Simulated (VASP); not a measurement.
# BaTiO3 (P4mm) in VASP: further runs

Runs on BaTiO3. Level: PBE. Tasks: single point.

Everything below comes from runs of VASP 6.6.1. Logs are shortened: lines on timing, memory, paths and dates and some standing lists are left out, and cuts for length are marked.

## 1. The cell of the first run

It takes space group P4mm (No. 99, tetragonal). Conventional cell: a = 3.985 Å, b = 3.985 Å, c = 4.074 Å, α = 90.00°, β = 90.00°, γ = 90.00°. Ba (site symmetry 4mm) has 12 O at 2.79 to 2.91 Å and 8 Ti at 3.44 to 3.52 Å within 3.7 Å. Within 2.4 Å of Ti (site symmetry 4mm) lie 6 O at 1.84 to 2.24 Å. O (site symmetry 2mm) has 2 Ti at 2.00 Å within 2.6 Å. O (site symmetry 4mm) has 2 Ti at 1.84 to 2.24 Å within 2.4 Å.

## 2. Single point, PBE

The input, INCAR:

```
SYSTEM = BaTiO3
PREC = Accurate
ENCUT = 1340
EDIFF = 1E-6
ISMEAR = 0
SIGMA = 0.02
LREAL = .False.
LASPH = .True.
NELM = 120
ALGO = Normal
ISIF = 2
LWAVE = .False.
LCHARG = .True.
GGA = PE
LELF = .True.
LVHAR = .True.
NBANDS = 28
GGA_COMPAT = .False.
```

The input, KPOINTS:

```
Automatic mesh
0
Gamma
  8 8 6
  0 0 0
```

The input, POSCAR:

```
BaTiO3
1.0
    3.9854497974      0.0000000000      0.0000000000
    0.0000000000      3.9854497974      0.0000000000
    0.0000000000      0.0000000000      4.0744681653
Ba Ti O
1 1 3
Direct
    0.5000000000      0.5000000000      0.5835366231
    0.0000000000      0.0000000000      0.0998646625
    0.0000000000      0.5000000000      0.0630312755
    0.5000000000      0.0000000000      0.0630312755
    0.0000000000      0.0000000000      0.5505331535
```

Potentials or basis: VASP PAW PBE potentials, release 64 (Ba_sv, Ti_sv, O_h).

Started as:

```console
cat potpaw_PBE.64/Ba_sv/POTCAR potpaw_PBE.64/Ti_sv/POTCAR potpaw_PBE.64/O_h/POTCAR > POTCAR
mpirun -np 1 vasp_std > vasp.out
```

OUTCAR:

```text
SYSTEM = BaTiO3
   PREC = Accurate
   ENCUT = 1340
   EDIFF = 1E-6
   ISMEAR = 0
   LREAL = .False.
   LASPH = .True.
   NELM = 120
   ISIF = 2
   GGA = PE

 ion  position               nearest neighbor table
   1  0.500  0.500  0.584-   3 2.79   4 2.79   4 2.79   3 2.79   5 2.82   5 2.82   5 2.82   5 2.82
                             3 2.91   4 2.91   3 2.91   4 2.91   2 3.44   2 3.44   2 3.44   2 3.44
   2  0.000  0.000  0.100-   5 1.84   4 2.00   3 2.00   3 2.00   4 2.00   1 3.44   1 3.44   1 3.44
                             1 3.44   1 3.52   1 3.52   1 3.52   1 3.52
   3  0.000  0.500  0.063-   2 2.00   2 2.00   1 2.79   1 2.79   1 2.91   1 2.91
   4  0.500  0.000  0.063-   2 2.00   2 2.00   1 2.79   1 2.79   1 2.91   1 2.91
   5  0.000  0.000  0.551-   2 1.84   1 2.82   1 2.82   1 2.82   1 2.82

  LATTYP: Found a simple tetragonal cell.
 ALAT       =     3.9854497974
 C/A-ratio  =     1.0223358397

  Lattice vectors:

 A1 = (   3.9854497974,   0.0000000000,   0.0000000000)
 A2 = (   0.0000000000,   3.9854497974,   0.0000000000)
 A3 = (   0.0000000000,   0.0000000000,   4.0744681653)

Analysis of symmetry for initial positions (statically):
=====================================================================
 Subroutine PRICEL returns:
 Original cell was already a primitive cell.

 Routine SETGRP: Setting up the symmetry group for a
 simple tetragonal supercell.

 Subroutine GETGRP returns: Found  8 space group operations
 (whereof  8 operations were pure point group operations)
 out of a pool of 16 trial point group operations.

The static configuration has the point symmetry C_4v.

Analysis of symmetry for dynamics (positions and initial velocities):
=====================================================================
 Subroutine PRICEL returns:
 Original cell was already a primitive cell.

 Routine SETGRP: Setting up the symmetry group for a
 simple tetragonal supercell.

 Subroutine GETGRP returns: Found  8 space group operations
 (whereof  8 operations were pure point group operations)
 out of a pool of 16 trial point group operations.

The dynamic configuration has the point symmetry C_4v.

 Subroutine INISYM returns: Found  8 space group operations
 (whereof  8 operations are pure point group operations),
 and found     1 'primitive' translations

[... 100 lines left out ...]
   EDIFF  = 0.1E-05   stopping-criterion for ELM
   LREAL  =      F    real-space projection
   EDIFFG = 0.1E-04   stopping-criterion for IOM
   NSW    =      0    number of steps for IOM
   IBRION =     -1    ionic relax: 0-MD 1-quasi-New 2-CG
   NFREE  =      0    steps in history (QN), initial steepest desc. (CG)
   ISIF   =      2    stress and relaxation
   ISYM   =      2    0-nonsym 1-usesym 2-fastsym
   POTIM  = 0.5000    time-step for ionic-motion
   TEBEG  =    0.0;   TEEND  =   0.0 temperature during run
   PSTRESS=    0.0 pullay stress
   NELECT =      40.0000    total number of electrons
   NUPDOWN=      -1.0000    fix difference up-down
   EMIN   =  10.00;   EMAX   =-10.00  energy-range for DOS
   EFERMI =   0.00;   METHOD = LEGACY
   ISMEAR =     0;   SIGMA  =   0.02  broadening in eV -4-tet -1-fermi 0-gaus
   EFERMI_NEDOS =   21; number of points for ismear=-14 and -15
   IALGO  =     38    algorithm
   IMIX   =      4    mixing-type and parameters
     AMIX     =   0.40;   BMIX     =  1.00
     AMIX_MAG =   1.60;   BMIX_MAG =  1.00
  volume/ion in A,a.u.               =      12.94        87.35
  Fermi-wavevector in a.u.,A,eV,Ry     =   1.394504  2.635230 26.458435  1.944640
  Thomas-Fermi vector in A             =   2.518046
   LORBIT       =      0    0 simple, 1 ext, 2 COOP (PROOUT), +10 PAW based schemes
   GGA     = PE    functional components
   LHFCALC =     F    Hartree Fock is set to
   AEXX    =    0.0000 exact exchange contribution
   IVDW    =     0    specifies the selected vdW correction
   LEPSILON=     F    determine dielectric tensor
   LRPA    =     F    only Hartree local field effects (RPA)
 non-spin polarized calculation
 Gauss-broadening in eV      SIGMA  =   0.02
  energy-cutoff  :     1340.00
  volume of cell :       64.72
 maximum number of plane-waves:      7264
 NGX is ok and might be reduce to    48
   NGX = 23   NGY = 23   NGZ = 25

 number of electron      40.0000001 magnetization

 Free energy of the ion-electron system (eV)
  ---------------------------------------------------
  ext. energy  EPLUGINS =         0.00000000
  ---------------------------------------------------
  free energy    TOTEN  =       -40.03453727 eV

  energy without entropy =      -40.03453727  energy(sigma->0) =      -40.03453727

 E-fermi :   4.3914     XC(G=0): -11.2009

 val. band max:        4.2270675891   @ k =   0.5000   0.5000   0.5000
 cond. band min:       6.0294804560   @ k =   0.0000   0.0000   0.0000
 fundamental gap:      1.8024128669
 Fermi energy:         4.3913831312

 k-point     1 :       0.0000    0.0000    0.0000
  band No.  band energies     occupation
      1     -52.3488      2.00000
      2     -28.6418      2.00000
      3     -28.5580      2.00000
      4     -28.5580      2.00000
      5     -20.7479      2.00000
      6     -12.7522      2.00000
[... 733 lines left out ...]
     27      12.1055      0.00000
     28      12.9506      0.00000

 [... further k-points ...]

------------------------ aborting loop because EDIFF is reached ----------------------------------------

  FORCE on cell =-STRESS in cart. coord.  units (eV):
  Direction    XX          YY          ZZ          XY          YZ          ZX
  --------------------------------------------------------------------------------------
  -------------------------------------------------------------------------------------
  Total        1.6461645      1.6461645      1.9583048      0.0000000      0.0000000      0.0000000
  in kB       40.7528699     40.7528699     48.4802949      0.0000000      0.0000000      0.0000000
  external PRESSURE =      43.3286782 kB  Pullay stress =       0.0000000 kB

 VOLUME and BASIS-vectors are now :
 -----------------------------------------------------------------------------
  energy-cutoff  :     1340.00
  volume of cell :       64.72
      direct lattice vectors                 reciprocal lattice vectors
     3.985449797  0.000000000  0.000000000     0.250912708  0.000000000  0.000000000
     0.000000000  3.985449797  0.000000000     0.000000000  0.250912708  0.000000000
     0.000000000  0.000000000  4.074468165     0.000000000  0.000000000  0.245430805

 POSITION                                       TOTAL-FORCE (eV/Angst)
 -----------------------------------------------------------------------------------
      1.99272      1.99272      2.37760         0.000000      0.000000     -0.037472
      0.00000      0.00000      0.40690         0.000000      0.000000     -0.031434
      0.00000      1.99272      0.25682         0.000000     -0.000000      0.016777
      1.99272      0.00000      0.25682         0.000000      0.000000      0.016777
      0.00000      0.00000      2.24313         0.000000      0.000000      0.035353
 -----------------------------------------------------------------------------------
    total drift:                                0.000000     -0.000000     -0.000974

  FREE ENERGIE OF THE ION-ELECTRON SYSTEM (eV)
  ---------------------------------------------------
  free  energy   TOTEN  =       -40.0345372680 eV

  energy  without entropy=      -40.0345372680  energy(sigma->0) =      -40.03453727
```

OSZICAR:

```text
N       E                     dE             d eps       ncg     rms          rms(c)
DAV:   1     0.659437352337E+03    0.65944E+03   -0.33384E+04  3360   0.303E+03
DAV:   2     0.764059199148E+02   -0.58303E+03   -0.55616E+03  3436   0.633E+02
DAV:   3    -0.428203408990E+02   -0.11923E+03   -0.11280E+03  5148   0.214E+02
DAV:   4    -0.504466898796E+02   -0.76263E+01   -0.75954E+01  4364   0.534E+01
DAV:   5    -0.507312213523E+02   -0.28453E+00   -0.28432E+00  5384   0.100E+01    0.237E+01
DAV:   6    -0.401373866067E+02    0.10594E+02   -0.55440E+01  5052   0.673E+01    0.100E+01
DAV:   7    -0.401964120738E+02   -0.59025E-01   -0.11132E+01  4680   0.239E+01    0.707E+00
DAV:   8    -0.400353162061E+02    0.16110E+00   -0.69429E-01  4036   0.720E+00    0.388E+00
DAV:   9    -0.400581496671E+02   -0.22833E-01   -0.40238E-01  5020   0.588E+00    0.156E+00
DAV:  10    -0.400403308555E+02    0.17819E-01   -0.13387E-01  4348   0.364E+00    0.685E-01
DAV:  11    -0.400353628665E+02    0.49680E-02   -0.13200E-02  4696   0.997E-01    0.337E-01
DAV:  12    -0.400345468965E+02    0.81597E-03   -0.53302E-03  4264   0.465E-01    0.495E-02
DAV:  13    -0.400345197557E+02    0.27141E-04   -0.32055E-04  4060   0.168E-01    0.243E-02
DAV:  14    -0.400345489200E+02   -0.29164E-04   -0.10490E-04  4884   0.802E-02    0.328E-02
DAV:  15    -0.400345388114E+02    0.10109E-04   -0.97585E-05  4456   0.102E-01    0.151E-02
DAV:  16    -0.400345374214E+02    0.13900E-05   -0.10540E-05  4116   0.326E-02    0.310E-03
DAV:  17    -0.400345372680E+02    0.15344E-06   -0.68353E-07  2608   0.780E-03
   1 F= -.40034537E+02 E0= -.40034537E+02  d E =-.142457E-33
```

Run time: 6.6 min. Hardware: 1 thread of AMD EPYC 7R13 (Zen 3), shared host; peak memory 0.62 GiB.

What came out:

```
Free energy            : -40.0345 eV
Pressure               : 4.3 GPa
Largest force          : 0.037 eV/Å
Band gap on the k mesh : 1.80 eV (least direct gap 2.24 eV)
```

Forces on the atoms (eV/Å):
```
Ba   0.000  0.000 -0.037
Ti   0.000  0.000 -0.031
O    0.000  0.000  0.017
O    0.000  0.000  0.017
O    0.000  0.000  0.035
```

Caveat: the cell stands under pressure; spin-orbit coupling is left out, which moves the levels of the heavy elements. A k mesh can miss the band edges.

## 3. Single point, PBE

This run uses another cell than the first one, of 13.95 Å³/atom.

The input, INCAR:

```
ALGO = Normal
EDIFF = 1E-6
ENCUT = 1340
GGA = PE
GGA_COMPAT = F
ISIF = 2
ISMEAR = 0
LASPH = T
LCHARG = T
LELF = T
LREAL = F
LVHAR = T
LWAVE = F
NBANDS = 28
NELM = 120
PREC = Accurate
SIGMA = 0.02
```

The input, KPOINTS:

```
k-points
0
Gamma
  8 8 6
```

The input, POSCAR:

```
BaTiO3
1.0
    4.0452315431      0.0000000000      0.0000000000
    0.0000000000      4.0452315431      0.0000000000
    0.0000000000      0.0000000000      4.2634898911
Ba Ti O
1 1 3
Direct
    0.5000000000      0.5000000000      0.5967617465
    0.0000000000      0.0000000000      0.1117697997
    0.0000000000      0.5000000000      0.0592912147
    0.5000000000      0.0000000000      0.0592912147
    0.0000000000      0.0000000000      0.5328830144
```

Potentials or basis: VASP PAW PBE potentials, release 64 (Ba_sv, Ti_sv, O_h).

Started as:

```console
cat potpaw_PBE.64/Ba_sv/POTCAR potpaw_PBE.64/Ti_sv/POTCAR potpaw_PBE.64/O_h/POTCAR > POTCAR
mpirun -np 1 vasp_std > vasp.out
```

Wall time 8.7 min (1 thread of Intel Xeon Platinum 8259CL at 2.50GHz (Skylake/Cascade Lake), shared host); peak memory 0.68 GiB.

The run converged. Its results:

| Item | Value |
| --- | --- |
| Free energy | -40.0466 eV |
| Pressure | -3.8 GPa |
| Largest force | 0.057 eV/Å |
| Band gap on the k mesh | 1.75 eV (least direct gap 2.32 eV) |

Forces on the atoms (eV/Å):
```
Ba   0.000  0.000 -0.050
Ti   0.000  0.000 -0.045
O    0.000  0.000  0.019
O    0.000  0.000  0.019
O    0.000  0.000  0.057
```

Stress tensor (GPa, compression positive):
```
-4.70  0.00  0.00
 0.00 -4.70  0.00
 0.00  0.00 -1.90
```

Levels at points of the mesh, in eV from the valence-band top:
```
           k point  band 17  band 18  band 19  band 20  band 21  band 22  band 23  band 24
(0.00, 0.00, 0.00)    -1.27    -1.07    -0.57    -0.57     1.75     2.50     2.50     3.76
(0.50, 0.00, 0.00)    -1.88    -1.68    -1.62    -1.45     2.54     3.24     3.38     3.96
(0.50, 0.50, 0.00)    -2.12    -1.24    -1.24    -0.06     3.42     3.42     3.70     3.85
(0.00, 0.00, 0.50)    -2.01    -1.89    -0.73    -0.73     1.86     3.36     3.36     3.78
(0.50, 0.00, 0.50)    -1.87    -1.18    -1.08    -0.56     3.29     3.37     3.55     4.49
(0.50, 0.50, 0.50)    -2.70    -0.51    -0.51     0.00     3.77     3.77     3.83     5.63
```

Caveat: the cell stands under tension; spin-orbit coupling is left out, which moves the levels of the heavy elements. A k mesh can miss the band edges.

## 4. Single point, PBE (biaxial strain in the a-b plane: +1.5 %)

The input, INCAR:

```
PREC     = Accurate       # precision mode
ENCUT    = 1340           # plane-wave cutoff, eV
EDIFF    = 1E-6           # SCF threshold, eV
ISMEAR   = 0              # smearing method
SIGMA    = 0.02           # smearing width, eV
LREAL    = F              # projectors in reciprocal space
LASPH    = T              # aspherical terms in the spheres
NELM     = 120            # most SCF steps
ALGO     = Normal         # electronic algorithm
ISIF     = 2              # what is computed and relaxed
LWAVE    = F              # write WAVECAR
LCHARG   = F              # write CHGCAR
GGA      = PE             # functional
NBANDS   = 28             # bands
GGA_COMPAT= F
```

The input, KPOINTS:

```
Automatic mesh
0
Gamma
  8 8 6
```

The input, POSCAR:

```
BaTiO3
1.0
    4.0452315410      0.0000000000      0.0000000000
    0.0000000000      4.0452315410      0.0000000000
    0.0000000000      0.0000000000      4.1626783083
Ba Ti O
1 1 3
Direct
    0.5000000000      0.5000000000      0.5912757181
    0.0000000000      0.0000000000      0.1084227154
    0.0000000000      0.5000000000      0.0602445495
    0.5000000000      0.0000000000      0.0602445495
    0.0000000000      0.0000000000      0.5398094574
```

Started as:

```console
cat potpaw_PBE.64/Ba_sv/POTCAR potpaw_PBE.64/Ti_sv/POTCAR potpaw_PBE.64/O_h/POTCAR > POTCAR
mpirun -np 1 vasp_std > vasp.out
```

Wall time 4.6 min (1 thread of Intel Xeon Platinum 8488C (Sapphire Rapids), shared host); peak memory 0.66 GiB.

The run converged. Its results:

- Free energy: -40.0569 eV
- Pressure: -1.8 GPa
- Largest force: 0.245 eV/Å
- Band gap on the k mesh: 1.76 eV (least direct gap 2.28 eV)

Forces in eV/Å, atoms in the order of the input:
```
Ba   0.000  0.000 -0.050
Ti   0.000  0.000 -0.245
O    0.000  0.000  0.050
O    0.000  0.000  0.050
O    0.000  0.000  0.194
```

Stress tensor (GPa, compression positive):
```
-3.11  0.00  0.00
 0.00 -3.11  0.00
 0.00  0.00  0.90
```

Levels at points of the mesh, in eV from the valence-band top:
| k point | band 16 | band 17 | band 18 | band 19 | band 20 | band 21 | band 22 | band 23 | band 24 | band 25 |
| --- | --- | --- | --- | --- | --- | --- | --- | --- | --- | --- |
| (0.00, 0.00, 0.00) | -1.74 | -1.20 | -0.87 | -0.52 | -0.52 | 1.76 | 2.43 | 2.43 | 3.81 | 4.21 |
| (0.50, 0.00, 0.00) | -1.88 | -1.83 | -1.59 | -1.51 | -1.30 | 2.50 | 3.30 | 3.43 | 4.04 | 5.29 |
| (0.50, 0.50, 0.00) | -2.83 | -2.02 | -1.24 | -1.24 | -0.07 | 3.46 | 3.46 | 3.75 | 4.14 | 7.11 |
| (0.00, 0.00, 0.50) | -2.27 | -1.96 | -1.90 | -0.72 | -0.72 | 1.89 | 3.48 | 3.48 | 3.82 | 5.76 |
| (0.50, 0.00, 0.50) | -2.50 | -1.81 | -1.07 | -1.00 | -0.45 | 3.34 | 3.49 | 3.69 | 4.57 | 6.96 |
| (0.50, 0.50, 0.50) | -2.69 | -2.56 | -0.38 | -0.38 | 0.00 | 3.91 | 3.91 | 3.91 | 5.87 | 6.34 |

Caveat: the cell differs from its parent crystal (biaxial strain in the a-b plane: +1.5 %); spin-orbit coupling is left out, which moves the levels of the heavy elements.

## 5. Summary

| cell | gap on the mesh (eV) | pressure (GPa) | largest force (eV/Å) |
| --- | --- | --- | --- |
| a = 3.985, b = 3.985, c = 4.074 Å, 5 atoms, atomic positions A | 1.80 | 4.3 | 0.04 |
| a = 4.045, b = 4.045, c = 4.263 Å, 5 atoms, atomic positions B | 1.75 | -3.8 | 0.06 |
| a = 4.045, b = 4.045, c = 4.163 Å, 5 atoms, atomic positions C | 1.76 | -1.8 | 0.25 |

Alike in all rows: task single point; level PBE; potentials or basis VASP PAW PBE potentials, release 64 (Ba_sv, Ti_sv, O_h); no spin polarisation; k mesh 8 × 8 × 6; cutoff (eV) 1340; smearing gaussian 0.02 eV.

Caveats: spin-orbit coupling is left out, which moves the levels of the heavy elements; the cell stands under pressure (at least some runs); the cell stands under tension (at least some runs).

Absolute energies hang on the potentials; compare differences alone.
